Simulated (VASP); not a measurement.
# Os (P6_3/mmc) in VASP: further runs, part 2 of 2

VASP 6.6.1. Earlier steps stand in the parts before.

### 3 Elastic constants, LDA

Contents of INCAR:

```
PREC = Accurate
ENCUT = 600
EDIFF = 1E-8
ISMEAR = -1
SIGMA = 0.05
LREAL = F
LASPH = T
NELM = 100
ALGO = Normal
ISIF = 3
LWAVE = F
LCHARG = F
GGA = CA
IBRION = 6
NFREE = 2
POTIM = 0.015
NSW = 1
```

Contents of KPOINTS:

```
Automatic mesh
0
Gamma
  8 8 5
```

Contents of POSCAR:

```
Os
1.0
    2.7341000000      0.0000000000      0.0000000000
   -1.3670500000      2.3678000565      0.0000000000
    0.0000000000      0.0000000000      4.3197000000
Os
2
Direct
    0.6666666667      0.3333333333      0.7500000000
    0.3333333333      0.6666666667      0.2500000000
```

Potentials or basis: VASP PAW LDA potentials, release 64 (Os).

Started as:

```sh
cat potpaw_LDA.64/Os/POTCAR > POTCAR
mpirun -np 1 vasp_std > vasp.out
```

OUTCAR:

```text
PREC = Accurate
   ENCUT = 600
   EDIFF = 1E-8
   ISMEAR = -1
   LREAL = F
   LASPH = T
   NELM = 100
   ISIF = 3
   GGA = CA
   IBRION = 6
   NFREE = 2
   POTIM = 0.015
   NSW = 1

 ion  position               nearest neighbor table
   1  0.667  0.333  0.750-   2 2.68   2 2.68   2 2.68   2 2.68   2 2.68   2 2.68
   2  0.333  0.667  0.250-   1 2.68   1 2.68   1 2.68   1 2.68   1 2.68   1 2.68

  LATTYP: Found a hexagonal cell.
 ALAT       =     2.7341000000
 C/A-ratio  =     1.5799348963

  Lattice vectors:

 A1 = (   2.7341000000,   0.0000000000,   0.0000000000)
 A2 = (  -1.3670500000,   2.3678000565,   0.0000000000)
 A3 = (   0.0000000000,   0.0000000000,   4.3197000000)

Analysis of symmetry for initial positions (statically):
=====================================================================
 Subroutine PRICEL returns:
 Original cell was already a primitive cell.

 Routine SETGRP: Setting up the symmetry group for a
 hexagonal supercell.

 Subroutine GETGRP returns: Found 24 space group operations
 (whereof 12 operations were pure point group operations)
 out of a pool of 24 trial point group operations.

The static configuration has the point symmetry D_3d.
 The point group associated with its full space group is D_6h.

Analysis of symmetry for dynamics (positions and initial velocities):
=====================================================================
 Subroutine PRICEL returns:
 Original cell was already a primitive cell.

 Routine SETGRP: Setting up the symmetry group for a
 hexagonal supercell.

 Subroutine GETGRP returns: Found 24 space group operations
 (whereof 12 operations were pure point group operations)
 out of a pool of 24 trial point group operations.

The dynamic configuration has the point symmetry D_3d.
 The point group associated with its full space group is D_6h.

 Subroutine INISYM returns: Found 24 space group operations
 (whereof 12 operations are pure point group operations),
 and found     1 'primitive' translations

----------------------------------------------------------------------------------------

                                     Primitive cell

  volume of cell :      27.9649

  direct lattice vectors                    reciprocal lattice vectors
     2.734100000  0.000000000  0.000000000     0.365751070  0.211166479  0.000000000
    -1.367050000  2.367800057  0.000000000     0.000000000  0.422332957  0.000000000
     0.000000000  0.000000000  4.319700000     0.000000000  0.000000000  0.231497558

  length of vectors
     2.734100000  2.734100000  4.319700000     0.422332957  0.422332957  0.231497558

  position of ions in fractional coordinates (direct lattice)
     0.666666667  0.333333333  0.750000000
[... 308 lines left out ...]

 number of electron      16.0000001 magnetization

 Free energy of the ion-electron system (eV)
  ---------------------------------------------------
  ext. energy  EPLUGINS =         0.00000000
  ---------------------------------------------------
  free energy    TOTEN  =       -25.36234029 eV

  energy without entropy =      -25.35420865  energy(sigma->0) =      -25.35827447

 E-fermi :   9.1677     XC(G=0): -14.1822

 val. band max:        9.1102095578   @ k =  -0.0000   0.2500   0.2000
 cond. band min:       9.5357599084   @ k =   0.0000   0.0000   0.0000
 fundamental gap:      0.4255503506
 Fermi energy:         9.1677193294

 k-point     1 :       0.0000    0.0000    0.0000
  band No.  band energies     occupation
      1      -1.4745      2.00000
      2       1.6341      2.00000
      3       6.3310      2.00000
      4       6.3310      2.00000
      5       6.5758      2.00000
      6       7.1670      2.00000
      7       7.1670      2.00000
      8       7.8201      2.00000
      9       7.8201      2.00000
     10       9.5358      0.00127
     11      11.0694      0.00000
     12      11.0694      0.00000
[... 331 lines left out ...]
 k-point    24 :       0.3750    0.0000    0.4000
  band No.  band energies     occupation
      1       1.8770      2.00000
      2       2.5366      2.00000
      3       3.9531      2.00000
      4       4.5767      2.00000
      5       7.4053      2.00000
      6       7.4597      2.00000
      7       8.4370      2.00000
      8       8.8780      1.99393
      9      10.8545      0.00000
     10      11.1188      0.00000
     11      11.2973      0.00000
     12      13.0475      0.00000

 [... further k-points ...]

------------------------ aborting loop because EDIFF is reached ----------------------------------------

  FORCE on cell =-STRESS in cart. coord.  units (eV):
  Direction    XX          YY          ZZ          XY          YZ          ZX
  --------------------------------------------------------------------------------------
  -------------------------------------------------------------------------------------
  Total       -1.4053558     -1.4053558     -1.4890039      0.0000000     -0.0000000      0.0000000
  in kB      -80.5163112    -80.5163112    -85.3087164      0.0000000     -0.0000000      0.0000000
  external PRESSURE =     -82.1137796 kB  Pullay stress =       0.0000000 kB
[... 17 lines left out ...]
  FREE ENERGIE OF THE ION-ELECTRON SYSTEM (eV)
  ---------------------------------------------------
  free  energy   TOTEN  =       -25.3623402921 eV

  energy  without entropy=      -25.3542086550  energy(sigma->0) =      -25.35827447

 INTERNAL STRAIN TENSORS FROM STRAINED CELLS
 ============================================

 INTERNAL STRAIN TENSOR FOR ION    1 for displacements in x,y,z  (eV/Angst):
          X           Y           Z          XY          YZ          ZX
  --------------------------------------------------------------------------------
  x     0.00000    -0.00000     0.00000     0.98780    -0.00000     0.00000
  y     1.00988    -1.03405     0.00000    -0.00002    -0.00006     0.00004
  z     0.00000    -0.00000     0.00000     0.00000    -0.00874    -0.00000

 INTERNAL STRAIN TENSORS FROM DISPLACED ATOMS
 ============================================

 INTERNAL STRAIN TENSOR FOR ION    1 for displacements in x,y,z  (eV/Angst):
          X           Y           Z          XY          YZ          ZX
  --------------------------------------------------------------------------------
  x     0.00000     0.00000     0.00000     0.97079     0.00000     0.00000
  y     0.97079    -0.97079    -0.00000     0.00000     0.00000     0.00000
  z     0.00000    -0.00000     0.00000     0.00000    -0.00000     0.00000

 INTERNAL STRAIN TENSOR FOR ION    2 for displacements in x,y,z  (eV/Angst):
          X           Y           Z          XY          YZ          ZX
  --------------------------------------------------------------------------------
  x     0.00000    -0.00000     0.00000    -0.97079     0.00000     0.00000
  y    -0.97079     0.97079     0.00000     0.00000     0.00000     0.00000
  z     0.00000     0.00000    -0.00000     0.00000     0.00000     0.00000

 Eigenvectors and eigenvalues of the dynamical matrix
 ----------------------------------------------------

   1 f  =    6.545268 THz    41.125131 2PiTHz  218.326635 cm-1    27.069041 meV
             X         Y         Z           dx          dy          dz
      1.367050  0.789267  3.239775     0.000000    0.000000   -0.707107
     -0.000000  1.578533  1.079925    -0.000000    0.000000    0.707107
[... 21 lines left out ...]
   6 f  =    0.000000 THz     0.000000 2PiTHz    0.000000 cm-1     0.000000 meV
             X         Y         Z           dx          dy          dz
      1.367050  0.789267  3.239775    -0.000000    0.000000    0.707107
     -0.000000  1.578533  1.079925     0.000000    0.000000    0.707107

--------------------------------------------------------------------------------------------------------

 ELASTIC MODULI CONTR FROM IONIC RELAXATION (kBar)
 Direction    XX          YY          ZZ          XY          YZ          ZX
 --------------------------------------------------------------------------------
 XX          -4.9559      4.9559      0.0000      0.0000      0.0000      0.0000
 YY           4.9559     -4.9559     -0.0000     -0.0000     -0.0000      0.0000
 ZZ           0.0000     -0.0000     -0.0000     -0.0000      0.0000      0.0000
 XY           0.0000     -0.0000     -0.0000     -4.9559     -0.0000      0.0000
 YZ           0.0000     -0.0000      0.0000     -0.0000     -0.0000      0.0000
 ZX           0.0000      0.0000      0.0000      0.0000      0.0000      0.0000
 --------------------------------------------------------------------------------

 TOTAL ELASTIC MODULI (kBar)
 Direction    XX          YY          ZZ          XY          YZ          ZX
 --------------------------------------------------------------------------------
 XX        7838.4714   2287.7222   2337.2530      0.0000      0.0000      0.0000
 YY        2287.7222   7838.4714   2337.2530     -0.0000     -0.0000     -0.0000
 ZZ        2337.2530   2337.2530   8658.6894     -0.0000      0.0000      0.0000
 XY           0.0000     -0.0000     -0.0000   2775.3746      0.0000     -0.0000
 YZ           0.0000      0.0000      0.0000      0.0000   2831.2407      0.0000
 ZX           0.0000     -0.0000      0.0000      0.0000      0.0000   2831.2408
 --------------------------------------------------------------------------------
```

OSZICAR:

```text
N       E                     dE             d eps       ncg     rms          rms(c)
DAV:   1     0.116284614706E+03    0.11628E+03   -0.85041E+03   720   0.144E+03
DAV:   2    -0.187653147689E+02   -0.13505E+03   -0.12252E+03   760   0.416E+02
DAV:   3    -0.267642216377E+02   -0.79989E+01   -0.74797E+01   876   0.860E+01
[... 190 lines left out ...]
DAV:   3    -0.253624153185E+02    0.78785E-03   -0.82892E-04  1000   0.238E-01    0.395E-02
DAV:   4    -0.253623424111E+02    0.72907E-04   -0.11613E-04  1080   0.875E-02    0.790E-03
DAV:   5    -0.253623405353E+02    0.18758E-05   -0.46483E-06  1040   0.204E-02    0.190E-03
DAV:   6    -0.253623402970E+02    0.23833E-06   -0.54125E-07  1068   0.566E-03    0.766E-04
DAV:   7    -0.253623402921E+02    0.48235E-08   -0.17789E-08   712   0.117E-03
  17 F= -.25362340E+02 E0= -.25358274E+02  d E =-.813164E-02
```

stdout:

```text
POSCAR found type information on POSCAR Os
 POSCAR found :  1 types and       2 ions
 scaLAPACK will be used
 LDA part: xc-table for (Slater(with rela. corr.)+CA(PZ))
 , standard interpolation
 POSCAR, INCAR and KPOINTS ok, starting setup
 FFT: planning ... GRIDC
 FFT: planning ... GRID_SOFT
 FFT: planning ... GRID
 WAVECAR not read
 entering main loop
 Found     2 degrees of freedom:
 Adding 6 more for cell shape distortion
 Finite differences POTIM= 0.01500 DOF=   8
 bond charge predicted
 Finite differences progress:
 bond charge predicted
 Finite differences progress:
 bond charge predicted
 Finite differences progress:
 bond charge predicted
 Finite differences progress:
 bond charge predicted
 Finite differences progress:
 bond charge predicted
 Finite differences progress:
 bond charge predicted
 Finite differences progress:
 bond charge predicted
 Finite differences progress:
 bond charge predicted
 Finite differences progress:
 bond charge predicted
 Finite differences progress:
 bond charge predicted
 Finite differences progress:
 bond charge predicted
 Finite differences progress:
 bond charge predicted
 Finite differences progress:
 bond charge predicted
 Finite differences progress:
 bond charge predicted
 Finite differences progress:
 bond charge predicted
 Finite differences progress:
```

It took 6.3 min on 1 thread of Intel Xeon 8259CL, shared host; peak memory 0.21 GiB.

What came out:

- Voigt bulk modulus: 425 GPa
- Highest phonon frequency at Γ: 218 cm⁻¹

Phonon frequencies in cm⁻¹ (negative: imaginary):
| q point | frequencies |
| --- | --- |
| (0.000, 0.000, 0.000) | 0 0 0 177 177 218 |

Elastic tensor in Voigt notation (GPa, in the Cartesian axes of the cell as first typed):
```
784 229 234   0   0   0
229 784 234   0   0   0
234 234 866   0   0   0
  0   0   0 283   0   0
  0   0   0   0 283   0
  0   0   0   0   0 278
```

Clamped-ion elastic tensor (GPa):
```
784 228 234   0   0   0
228 784 234   0   0   0
234 234 866   0   0   0
  0   0   0 283   0   0
  0   0   0   0 283   0
  0   0   0   0   0 278
```

Caveat: the cell is under stress, which shifts elastic constants; spin-orbit coupling is left out, which moves the levels of the heavy elements.
